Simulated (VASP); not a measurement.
Wanted: the native input for a VASP 6.6.1 run.

```yaml
Task: single point
Functional: r2SCAN
Potentials_or_basis: VASP PAW PBE potentials, release 64 (Ga_d)
Cutoff: 520 eV
k_mesh: 11 × 11 × 11
Occupations: fermi-dirac, width 0.1 eV
Spin: no spin polarisation
Dipole_correction: no
Further_INCAR_settings: ALGO = Normal; EDIFF = 1e-06; NBANDS = 20
```

Ga:

```
Ga
1.0
     0.00000    2.76803    2.76803
     2.76803    0.00000    2.76803
     2.76803    2.76803    0.00000
Ga
2
Direct
  0.12500 0.12500 0.12500
  0.87500 0.87500 0.87500
```

This isn't the form of Ga at room conditions, which is orthorhombic.

The input as run:

POSCAR

```
Ga
1.0
    0.0000000000      2.7680262299      2.7680262299
    2.7680262299      0.0000000000      2.7680262299
    2.7680262299      2.7680262299      0.0000000000
Ga
2
Direct
    0.1250000000      0.1250000000      0.1250000000
    0.8750000000      0.8750000000      0.8750000000
```

INCAR.step1

```
ALGO = Normal
EDIFF = 1E-4
ENCUT = 520
GGA = PE
ISMEAR = -1
LASPH = True
LCHARG = False
LREAL = False
LWAVE = True
NBANDS = 20
NELM = 80
PREC = Accurate
SIGMA = 0.1
```

INCAR.step2

```
ALGO = Normal
EDIFF = 1E-6
ENCUT = 520
ISIF = 2
ISMEAR = -1
ISTART = 1
LASPH = True
LCHARG = True
LELF = True
LMIXTAU = True
LREAL = False
LVHAR = True
LWAVE = False
METAGGA = R2SCAN
NBANDS = 20
NELM = 80
PREC = Accurate
SIGMA = 0.1
```

KPOINTS

```
k-points
0
Gamma
  11 11 11
```

Potentials or basis: VASP PAW PBE potentials, release 64 (Ga_d).

Run with:

```console
$ cat potpaw_PBE.64/Ga_d/POTCAR > POTCAR
$ cp INCAR.step1 INCAR
$ mpirun -np 1 vasp_std > vasp.out
$ cp INCAR.step2 INCAR
$ mpirun -np 1 vasp_std > vasp.out
```

It gave:

```json
{"Pressure": "7.8 GPa", "Band gap on the k mesh": "zero (bands 13 and 14 overlap by 4.85 eV)"}
```

Caveat: the cell stands under pressure; the PAW data sets were made with another functional, which shifts forces and pressure a little.

It took 110 s on 1 thread of AMD EPYC 9R45 96-Core Processor (Zen 5) (shared host), peak memory 0.16 GiB.
